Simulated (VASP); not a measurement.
## ZnBrF: single point with PBE

ZnBrF:

```
CELL_PARAMETERS angstrom
4.34855 0.00000 0.00000
0.00000 4.34855 0.00000
0.00000 0.00000 5.79919
ATOMIC_POSITIONS crystal
Zn 0.50000 0.00000 0.80076
Zn 0.00000 0.50000 0.19924
Br 0.50000 0.50000 0.50000
Br 0.00000 0.00000 0.50000
F 0.00000 0.00000 0.00000
F 0.50000 0.50000 0.00000
```

```json
{"Program": "VASP 6.6.1", "Task": "single point", "Functional": "PBE", "Potentials or basis": "VASP PAW PBE potentials, release 64 (Zn, Br, F)", "Cutoff": "520 eV", "k mesh": "6 × 6 × 4", "Occupations": "gaussian, width 0.1 eV", "Spin": "no spin polarisation"}
```

The pressure is 0.3 GPa. The largest force is 0.003 eV/Å and the band gap on the k mesh is zero (bands 26 and 27 overlap by 0.77 eV).

Forces on the atoms (eV/Å):
```
Zn   0.000  0.000 -0.003
Zn   0.000  0.000  0.003
Br   0.000  0.000  0.000
Br   0.000  0.000  0.000
F    0.000  0.000  0.000
F    0.000  0.000  0.000
```

Stress tensor (GPa, compression positive):
```
0.23 0.00 0.00
0.00 0.23 0.00
0.00 0.00 0.33
```

Levels at points of the mesh, in eV from the Fermi level:
| k point | band 23 | band 24 | band 25 | band 26 | band 27 | band 28 | band 29 | band 30 |
| --- | --- | --- | --- | --- | --- | --- | --- | --- |
| (0.00, 0.00, 0.00) | -2.72 | -1.20 | -1.18 | -0.62 | -0.62 | 1.26 | 4.91 | 5.07 |
| (0.50, 0.00, 0.00) | -2.83 | -2.83 | -2.02 | -2.02 | 1.59 | 1.59 | 5.27 | 5.27 |
| (0.50, 0.50, 0.00) | -1.82 | -1.82 | 0.15 | 0.15 | 1.22 | 1.22 | 4.74 | 4.74 |
| (0.00, 0.00, 0.50) | -3.84 | -1.90 | -0.65 | -0.65 | 0.82 | 0.87 | 2.86 | 5.23 |
| (0.50, 0.00, 0.50) | -3.03 | -3.03 | -2.96 | -2.96 | 1.88 | 1.88 | 6.01 | 6.01 |
| (0.50, 0.50, 0.50) | -3.27 | -3.27 | 0.14 | 0.14 | 1.39 | 1.39 | 6.76 | 6.76 |

Run time: 59 s on 1 thread of Intel(R) Xeon(R) 6975P-C (Granite Rapids) (shared host), peak memory 0.27 GiB.
